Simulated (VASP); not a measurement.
Set up this calculation in VASP 6.6.1, as the native input.

| Property | Result |
| --- | --- |
| Task | single point |
| Functional | PBE |
| Potentials or basis | VASP PAW PBE potentials, release 64 (Cu, Au) |
| Cutoff | 600 eV |
| k mesh | 12 × 12 × 12 |
| Occupations | gaussian, width 0.1 eV |
| Spin | no spin polarisation |
| Dipole correction | no |
| Further INCAR settings | ALGO = Normal; EDIFF = 1e-06; NBANDS = 30 |

The structure of Cu3Au lies in POSCAR:

```
Cu3Au
1.0
    3.7804032063      0.0000000000      0.0000000000
    0.0000000000      3.7804032063      0.0000000000
    0.0000000000      0.0000000000      3.7804032063
Cu Au
3 1
Direct
    0.0000000000      0.5000000000      0.5000000000
    0.5000000000      0.5000000000      0.0000000000
    0.5000000000      0.0000000000      0.5000000000
    0.0000000000      0.0000000000      0.0000000000
```

These files were run (other wordings do the same):

INCAR

```
  PREC = Accurate
  ENCUT = 600
  EDIFF = 1E-6
  ISMEAR = 0
  SIGMA = 0.1
  LREAL = F
  LASPH = T
  NELM = 120
  ALGO = Normal
  ISIF = 2
  LWAVE = F
  LCHARG = F
  GGA = PE
  NBANDS = 30
  GGA_COMPAT = F
```

KPOINTS

```
Automatic mesh
0
Gamma
  12 12 12
```

Potentials or basis: VASP PAW PBE potentials, release 64 (Cu, Au).

Command:

```bash
$ cat potpaw_PBE.64/Cu/POTCAR potpaw_PBE.64/Au/POTCAR > POTCAR
$ mpirun -np 1 vasp_std > vasp.out
```

It gave:

```json
{"Pressure": "0.3 GPa", "Band gap on the k mesh": "zero (band 22 reaches 9.23 eV, above the bottom of band 23 at 6.97 eV)"}
```

Caveat: spin-orbit coupling is left out, which moves the levels of the heavy elements.

It took 110 s on 1 thread of Intel(R) Xeon(R) Platinum 8375C CPU @ 2.90GHz (Ice Lake) (shared host), peak memory 0.27 GiB.
